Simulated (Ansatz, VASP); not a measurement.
# Two plane-wave programs on SiC3

```xyz
4
Lattice="1.4332 0.8275 4.7407 -1.4332 0.8275 4.7407 0.0000 -1.6550 4.7407" Properties=species:S:1:pos:R:3 pbc="T T T"
C     1.4332    0.8275    4.8633
C     0.0000    0.0000    6.9454
C     0.0000    0.0000    5.3919
Si    0.0000    0.0000   12.4288
```

Alike in both runs: task single point; functional PBE; k mesh 8 × 8 × 8; no spin polarisation.

```csv
,VASP,Ansatz
version,VASP 6.6.1,Ansatz 0.2.0
potentials or method,"VASP PAW PBE potentials, release 64 (C, Si)","plane waves, PAW"
plane-wave cutoff (eV),520,420
occupations,"gaussian, width 0.01 eV",fixed
valence electrons in the cell,16,16
```

```csv
,VASP,Ansatz,Ansatz less VASP
gap on the k mesh at the Fermi level (eV),1.51,1.52,+0.007
pressure (GPa),-7.6,-7.7,-0.05
"traceless stress, the component that is largest in VASP (GPa)",-0.99,-0.93,+0.062
rms of the force components (eV/Å),0.083,0.080,-0.0027
```

Atom by atom the forces differ by 0.013 eV/Å (rms over components).
